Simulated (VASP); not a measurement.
# Na2C (P4/mmm) in VASP: density of states with PBE+D3(BJ)

Aim: the density of states of Na2C with PBE+D3(BJ).

Everything below comes from runs of VASP 6.6.1. Logs are shortened: lines on timing, memory, paths and dates and some standing lists are left out, and cuts for length are marked.

**1. The cell of the first run**

Symmetry: P4/mmm, No. 123, tetragonal system. Conventional cell: a = 4.385 Å, b = 4.385 Å, c = 2.749 Å, α = 90.00°, β = 90.00°, γ = 90.00°. Na (site symmetry mmm) has 4 C at 2.59 Å and 6 Na at 2.75 to 3.10 Å within 3.4 Å. C (site symmetry 4/mmm) has 8 Na at 2.59 Å and 2 C at 2.75 Å within 3.4 Å.

**2. Density of states, PBE+D3(BJ)**

POSCAR

```
Na2C
1.0
    4.3853598702      0.0000000000      0.0000000000
    0.0000000000      4.3853598702      0.0000000000
    0.0000000000      0.0000000000      2.7486524568
Na C
2 1
Direct
    0.5000000000      0.0000000000      0.4999750982
    0.0000000000      0.5000000000      0.5000249018
    0.0000000000      0.0000000000      0.0000000000
```

INCAR.step1

```
ALGO = Normal ; EDIFF = 1E-7
ENCUT = 520 ; GGA = PE
ISIF = 2 ; ISMEAR = 0
IVDW = 12 ; LASPH = True
LCHARG = True ; LREAL = False
LWAVE = False ; NBANDS = 16
NELM = 100 ; PREC = Accurate
SIGMA = 0.1
```

KPOINTS.step1

```
k-points
0
Gamma
  10 10 18
```

INCAR.step2

```
ALGO = Normal ; EDIFF = 1E-7
ENCUT = 520 ; GGA = PE
ICHARG = 11 ; ISIF = 2
ISMEAR = -5 ; IVDW = 12
LASPH = True ; LCHARG = False
LORBIT = 11 ; LREAL = False
LWAVE = False ; NEDOS = 2001
NELM = 100 ; PREC = Accurate
SIGMA = 0.1
```

KPOINTS.step2

```
k-points
0
Gamma
  15 15 27
```

Potentials or basis: VASP PAW PBE potentials, release 64 (Na_pv, C).

Launch:

```
cat potpaw_PBE.64/Na_pv/POTCAR potpaw_PBE.64/C/POTCAR > POTCAR
cp INCAR.step1 INCAR
cp KPOINTS.step1 KPOINTS
mpirun -np 1 vasp_std > vasp.out
cp INCAR.step2 INCAR
cp KPOINTS.step2 KPOINTS
mpirun -np 1 vasp_std > vasp.out
```

OUTCAR:

```text
EDIFF = 1E-7
   ENCUT = 520
   GGA = PE
   ICHARG = 11
   ISIF = 2
   ISMEAR = -5
   IVDW = 12
   LASPH = True
   LORBIT = 11
   LREAL = False
   NELM = 100
   PREC = Accurate
 IVDW          = 12

 ion  position               nearest neighbor table
   1  0.500  0.000  0.500-
   2  0.000  0.500  0.500-
   3  0.000  0.000  0.000-

  LATTYP: Found a simple tetragonal cell.
 ALAT       =     4.3853598702
 C/A-ratio  =     0.6267792241

  Lattice vectors:

 A1 = (   4.3853598702,   0.0000000000,   0.0000000000)
 A2 = (   0.0000000000,   4.3853598702,   0.0000000000)
 A3 = (   0.0000000000,   0.0000000000,   2.7486524568)

Analysis of symmetry for initial positions (statically):
=====================================================================
 Subroutine PRICEL returns:
 Original cell was already a primitive cell.

 Routine SETGRP: Setting up the symmetry group for a
 simple tetragonal supercell.

 Subroutine GETGRP returns: Found  8 space group operations
 (whereof  8 operations were pure point group operations)
 out of a pool of 16 trial point group operations.

The static configuration has the point symmetry D_2d.

Analysis of symmetry for dynamics (positions and initial velocities):
=====================================================================
 Subroutine PRICEL returns:
 Original cell was already a primitive cell.

 Routine SETGRP: Setting up the symmetry group for a
 simple tetragonal supercell.

 Subroutine GETGRP returns: Found  8 space group operations
 (whereof  8 operations were pure point group operations)
 out of a pool of 16 trial point group operations.

The dynamic configuration has the point symmetry D_2d.

 Subroutine INISYM returns: Found  8 space group operations
 (whereof  8 operations are pure point group operations),
 and found     1 'primitive' translations

----------------------------------------------------------------------------------------

                                     Primitive cell

  volume of cell :      52.8604

  direct lattice vectors                    reciprocal lattice vectors
     4.385359870  0.000000000  0.000000000     0.228031457  0.000000000  0.000000000
     0.000000000  4.385359870  0.000000000     0.000000000  0.228031457  0.000000000
     0.000000000  0.000000000  2.748652457     0.000000000  0.000000000  0.363814639

  length of vectors
     4.385359870  4.385359870  2.748652457     0.228031457  0.228031457  0.363814639

  position of ions in fractional coordinates (direct lattice)
     0.500000000  0.000000000  0.499975098
     0.000000000  0.500000000  0.500024902
     0.000000000  0.000000000  0.000000000

  ion indices of the primitive-cell ions
   primitive index   ion index
                 1           1
                 2           2
                 3           3

----------------------------------------------------------------------------------------

 KPOINTS: k-points

Automatic generation of k-mesh.
 Grid dimensions read from file:
 generate k-points for:   15   15   27

 Generating k-lattice:

  Cartesian coordinates                     Fractional coordinates (reciprocal lattice)
     0.015202097  0.000000000  0.000000000     0.066666667  0.000000000  0.000000000
     0.000000000  0.015202097  0.000000000     0.000000000  0.066666667  0.000000000
     0.000000000  0.000000000  0.013474616     0.000000000  0.000000000  0.037037037

  Length of vectors
     0.015202097  0.015202097  0.013474616

  Shift w.r.t. Gamma in fractional coordinates (k-lattice)
     0.000000000  0.000000000  0.000000000

 TETIRR: Found   9070 inequivalent tetrahedra from    36450

 Subroutine IBZKPT returns following result:
 ===========================================

 Found    504 irreducible k-points:

 Following reciprocal coordinates:
            Coordinates               Weight
  0.000000  0.000000  0.000000      1.000000
  0.066667  0.000000  0.000000      4.000000
  0.133333  0.000000  0.000000      4.000000
  0.200000  0.000000  0.000000      4.000000
  0.266667  0.000000  0.000000      4.000000
  0.333333  0.000000  0.000000      4.000000
[... 16 lines left out ...]
  0.266667  0.200000  0.000000      8.000000
  0.333333  0.200000  0.000000      8.000000
 [... further k-points ...]
   k-points           NKPTS =    504   k-points in BZ     NKDIM =    504   number of bands    NBANDS=     13
   number of dos      NEDOS =   2001   number of ions     NIONS =      3
   total plane-waves  NPLWV =  25920
   dimension x,y,z NGX =    36 NGY =   36 NGZ =   20
   dimension x,y,z NGXF=    72 NGYF=   72 NGZF=   40
   ions per type =               2   1
   NGX,Y,Z   is equivalent  to a cutoff of  13.65, 13.65, 12.10 a.u.
   NGXF,Y,Z  is equivalent  to a cutoff of  27.29, 27.29, 24.19 a.u.
 SYSTEM =  unknown system
   PREC   = accura    normal or accurate (medium, high low for compatibility)
   ISTART =      0    job   : 0-new  1-cont  2-samecut
   ICHARG =     11    charge: 1-file 2-atom 10-const
   ISPIN  =      1    spin polarized calculation?
   LNONCOLLINEAR =      F non collinear calculations
   LSORBIT =      F    spin-orbit coupling
   LASPH  =      T    aspherical Exc in radial PAW
   ENCUT  =  520.0 eV  38.22 Ry    6.18 a.u.   8.15  8.15  5.11*2*pi/ulx,y,z
   NELM   =    100;   NELMIN=  2; NELMDL=  0     # of ELM steps
   EDIFF  = 0.1E-06   stopping-criterion for ELM
   LREAL  =      F    real-space projection
   EDIFFG = 0.1E-05   stopping-criterion for IOM
   NSW    =      0    number of steps for IOM
   IBRION =     -1    ionic relax: 0-MD 1-quasi-New 2-CG
   NFREE  =      0    steps in history (QN), initial steepest desc. (CG)
   ISIF   =      2    stress and relaxation
   ISYM   =      2    0-nonsym 1-usesym 2-fastsym
   POTIM  = 0.5000    time-step for ionic-motion
   TEBEG  =    0.0;   TEEND  =   0.0 temperature during run
   PSTRESS=    0.0 pullay stress
   NELECT =      18.0000    total number of electrons
   NUPDOWN=      -1.0000    fix difference up-down
   EMIN   =  10.00;   EMAX   =-10.00  energy-range for DOS
   EFERMI =   0.00;   METHOD = LEGACY
   ISMEAR =    -5;   SIGMA  =   0.10  broadening in eV -4-tet -1-fermi 0-gaus
   EFERMI_NEDOS =   21; number of points for ismear=-14 and -15
   IALGO  =     38    algorithm
   IMIX   =      4    mixing-type and parameters
     AMIX     =   0.40;   BMIX     =  1.00
     AMIX_MAG =   1.60;   BMIX_MAG =  1.00
  volume/ion in A,a.u.               =      17.62       118.91
  Fermi-wavevector in a.u.,A,eV,Ry     =   1.143200  2.160335 17.781540  1.306906
  Thomas-Fermi vector in A             =   2.279896
   LORBIT       =     11    0 simple, 1 ext, 2 COOP (PROOUT), +10 PAW based schemes
   GGA     = PE    functional components
   LHFCALC =     F    Hartree Fock is set to
   AEXX    =    0.0000 exact exchange contribution
   IVDW    =    12    specifies the selected vdW correction
   LEPSILON=     F    determine dielectric tensor
   LRPA    =     F    only Hartree local field effects (RPA)
 non-spin polarized calculation
 Fermi weights with tetrahedron method with Bloechl corrections
  energy-cutoff  :      520.00
  volume of cell :       52.86
 maximum number of plane-waves:      1454
 NGX is ok and might be reduce to    36

 number of electron      18.0000031 magnetization

 Free energy of the ion-electron system (eV)
  ---------------------------------------------------
  ext. energy  EPLUGINS =         0.00000000
  ---------------------------------------------------
  free energy    TOTEN  =        -7.84257377 eV

  energy without entropy =       -7.84257377  energy(sigma->0) =       -7.84257377

 E-fermi :   1.5401     XC(G=0):  -8.4306

 val. band max:        1.5543143389   @ k =   0.3333   0.3333   0.4444
 cond. band min:       1.5034677792   @ k =   0.0667   0.0667   0.2963
 fundamental gap:     -0.0508465597
 Fermi energy:         1.5400691195

 k-point     1 :       0.0000    0.0000    0.0000
  band No.  band energies     occupation
      1     -22.0685      2.00000
      2     -22.0685      2.00000
      3     -21.8650      2.00000
      4     -21.8650      2.00000
      5     -21.8382      2.00000
      6     -21.8203      2.00000
      7      -7.9142      2.00000
      8       0.8254      2.00000
      9       0.8254      2.00000
     10       1.5609      0.00000
     11       4.9420      0.00000
     12       7.7567      0.00000
     13       9.6003      0.00000

 k-point     2 :       0.0667    0.0000    0.0000
  band No.  band energies     occupation
      1     -22.0681      2.00000
      2     -22.0679      2.00000
      3     -21.8661      2.00000
      4     -21.8656      2.00000
      5     -21.8380      2.00000
      6     -21.8204      2.00000
      7      -7.9025      2.00000
      8       0.6021      2.00000
      9       0.8322      2.00000
     10       1.7860      0.00000
     11       4.9412      0.00000
     12       7.7629      0.00000
     13       9.3626      0.00000

 k-point     3 :       0.1333    0.0000    0.0000
  band No.  band energies     occupation
      1     -22.0669      2.00000
      2     -22.0659      2.00000
      3     -21.8693      2.00000
      4     -21.8675      2.00000
      5     -21.8374      2.00000
      6     -21.8210      2.00000
      7      -7.8693      2.00000
      8       0.2111      2.00000
      9       0.8515      2.00000
     10       2.1883      0.00000
     11       4.9390      0.00000
     12       7.6977      0.00000
     13       8.9058      0.00000

 k-point     4 :       0.2000    0.0000    0.0000
  band No.  band energies     occupation
      1     -22.0649      2.00000
      2     -22.0631      2.00000
      3     -21.8740      2.00000
      4     -21.8703      2.00000
      5     -21.8364      2.00000
      6     -21.8219      2.00000
      7      -7.8191      2.00000
      8      -0.1834      2.00000
      9       0.8806      2.00000
     10       2.6192      0.00000
     11       4.9358      0.00000
     12       7.4115      0.00000
     13       8.4454      0.00000

 k-point     5 :       0.2667    0.0000    0.0000
  band No.  band energies     occupation
      1     -22.0626      2.00000
      2     -22.0596      2.00000
      3     -21.8796      2.00000
      4     -21.8737      2.00000
      5     -21.8351      2.00000
      6     -21.8231      2.00000
      7      -7.7596      2.00000
      8      -0.5383      2.00000
      9       0.9150      2.00000
     10       3.0566      0.00000
     11       4.9320      0.00000
     12       6.9427      0.00000
     13       8.0428      0.00000
[... 257 lines left out ...]
 k-point    22 :       0.2000    0.2000    0.0000
  band No.  band energies     occupation
      1     -22.0848      2.00000
      2     -22.0372      2.00000
      3     -21.9058      2.00000
      4     -21.8494      2.00000
      5     -21.8349      2.00000
      6     -21.8232      2.00000
      7      -7.7278      2.00000
      8      -0.2500      2.00000
      9       0.3252      2.00000
     10       3.1865      0.00000
     11       4.9293      0.00000
     12       6.9693      0.00000
     13       7.9543      0.00000

 k-point    23 :       0.2667    0.2000    0.0000
  band No.  band energies     occupation
      1     -22.0892      2.00000
      2     -22.0290      2.00000
      3     -21.9166      2.00000
      4     -21.8452      2.00000
      5     -21.8339      2.00000
      6     -21.8242      2.00000
      7      -7.6708      2.00000
      8      -0.4415      2.00000
      9       0.2718      2.00000
     10       3.3689      0.00000
     11       4.9254      0.00000
     12       6.6853      0.00000
     13       8.0033      0.00000

 k-point    24 :       0.3333    0.2000    0.0000
  band No.  band energies     occupation
      1     -22.0923      2.00000
      2     -22.0222      2.00000
      3     -21.9258      2.00000
      4     -21.8425      2.00000
      5     -21.8326      2.00000
      6     -21.8253      2.00000
      7      -7.6146      2.00000
      8      -0.6690      2.00000
      9       0.3095      2.00000
     10       3.4709      0.00000
     11       4.9216      0.00000
     12       6.5076      0.00000
     13       7.9907      0.00000

 [... further k-points ...]

------------------------ aborting loop because EDIFF is reached ----------------------------------------

 Edisp (eV)   -0.61483

 E8    (eV) :    -0.2799

  FORCE on cell =-STRESS in cart. coord.  units (eV):
  Direction    XX          YY          ZZ          XY          YZ          ZX
  --------------------------------------------------------------------------------------
  -------------------------------------------------------------------------------------
  Total       0.04461     0.04461     0.05711     0.00000     0.00000     0.00000
  in kB       1.35220     1.35220     1.73109     0.00000     0.00000     0.00000
  external pressure =        1.48 kB  Pullay stress =        0.00 kB

 VOLUME and BASIS-vectors are now :
 -----------------------------------------------------------------------------
  energy-cutoff  :      520.00
  volume of cell :       52.86
      direct lattice vectors                 reciprocal lattice vectors
     4.385359870  0.000000000  0.000000000     0.228031457  0.000000000  0.000000000
     0.000000000  4.385359870  0.000000000     0.000000000  0.228031457  0.000000000
     0.000000000  0.000000000  2.748652457     0.000000000  0.000000000  0.363814639

 POSITION                                       TOTAL-FORCE (eV/Angst)
 -----------------------------------------------------------------------------------
      2.19268      0.00000      1.37426        -0.000000      0.000000      0.000078
      0.00000      2.19268      1.37439         0.000000      0.000000     -0.000078
      0.00000      0.00000      0.00000        -0.000000      0.000000      0.000000
 -----------------------------------------------------------------------------------
    total drift:                                0.000000      0.000000     -0.000000

  FREE ENERGIE OF THE ION-ELECTRON SYSTEM (eV)
  ---------------------------------------------------
  free  energy   TOTEN  =        -8.4574001291 eV

  energy  without entropy=       -8.4574001291  energy(sigma->0) =       -8.45740013

 total charge

# of ion       s       p       d       tot
------------------------------------------
    1        0.101   6.003   0.000   6.104
    2        0.101   6.003   0.000   6.104
    3        0.948   1.170   0.000   2.118
--------------------------------------------------
tot          1.150  13.177   0.000  14.327
```

Run time: 1.7 min. Hardware: 1 thread of Intel Xeon 6975P-C (Granite Rapids), shared host; peak memory 0.41 GiB.

Results:

| Item | Value |
| --- | --- |
| Valence electrons inside the program's atomic spheres | Na 6.10; C 2.12 |
| Dispersion energy per atom | -0.205 eV |

Caveat: pairwise dispersion overbinds metals, which lowers pressure and volume; tetrahedron occupations give inexact forces and stress in metals.
